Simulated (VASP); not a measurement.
AlInAsP3:

```
CELL_PARAMETERS angstrom
4.99603 0.00000 0.00000
-2.49801 4.32668 0.00000
0.00000 0.00000 5.27488
ATOMIC_POSITIONS crystal
Al 0.33333 0.66667 0.00000
In 0.00000 0.00000 0.00000
P 0.63800 0.81900 0.50000
P 0.18100 0.81900 0.50000
P 0.18100 0.36200 0.50000
As 0.66667 0.33333 0.00000
```

The cell was built from a structure type or drawn by symmetry, and may not be a known phase.

* Program: VASP 6.6.1
* Task: relaxation of cell and atoms
* Functional: PBE
* Potentials or basis: VASP PAW PBE potentials, release 64 (Al, In_d, P, As)
* Cutoff: 500 eV
* k mesh: 6 × 6 × 4
* Occupations: gaussian, width 0.1 eV
* Spin: no spin polarisation

At the start: pressure 1.4 GPa; volume 19.00 Å³/atom.

Question: How do energy, volume and symmetry change on relaxing?

Answer: Over 10 steps the energy falls by 41.8 meV/atom and the volume is 20.40 Å³/atom (+7.3 %); space group P-6m2 (No. 187, to 0.1 Å) before and after.

The path:
| step | energy change (eV) | largest force (eV/Å) | pressure (GPa) | volume (Å³) |
| --- | --- | --- | --- | --- |
| 1 | 0.0000 | 1.3067 | 1.36 | 114.02 |
| 2 | -0.1808 | 0.1799 | 2.10 | 116.71 |
| 3 | -0.1897 | 0.2171 | 2.46 | 117.38 |
| 4 | -0.2355 | 0.1847 | -0.97 | 124.10 |
| 5 | -0.2380 | 0.1060 | -0.38 | 122.77 |
| 6 | -0.2436 | 0.0220 | -0.17 | 122.59 |
| 7 | -0.2464 | 0.1918 | 0.12 | 122.36 |
| 8 | -0.2496 | 0.0914 | -0.09 | 122.38 |
| 9 | -0.2507 | 0.0237 | -0.32 | 122.40 |
| 10 | -0.2507 | 0.0147 | -0.31 | 122.39 |

Final structure:
```cif
data_structure
_symmetry_space_group_name_H-M 'P 1'
_symmetry_Int_Tables_number 1
_cell_length_a 5.2058
_cell_length_b 5.2058
_cell_length_c 5.2151
_cell_angle_alpha 90.000
_cell_angle_beta 90.000
_cell_angle_gamma 120.000
_cell_volume 122.39
loop_
_atom_site_label
_atom_site_type_symbol
_atom_site_fract_x
_atom_site_fract_y
_atom_site_fract_z
_atom_site_occupancy
Al1 Al 0.33333 0.66667 0.00000 1
In1 In 0.00000 0.00000 0.00000 1
P1 P 0.61314 0.80657 0.50000 1
P2 P 0.19343 0.80657 0.50000 1
P3 P 0.19343 0.38686 0.50000 1
As1 As 0.66667 0.33333 0.00000 1
```
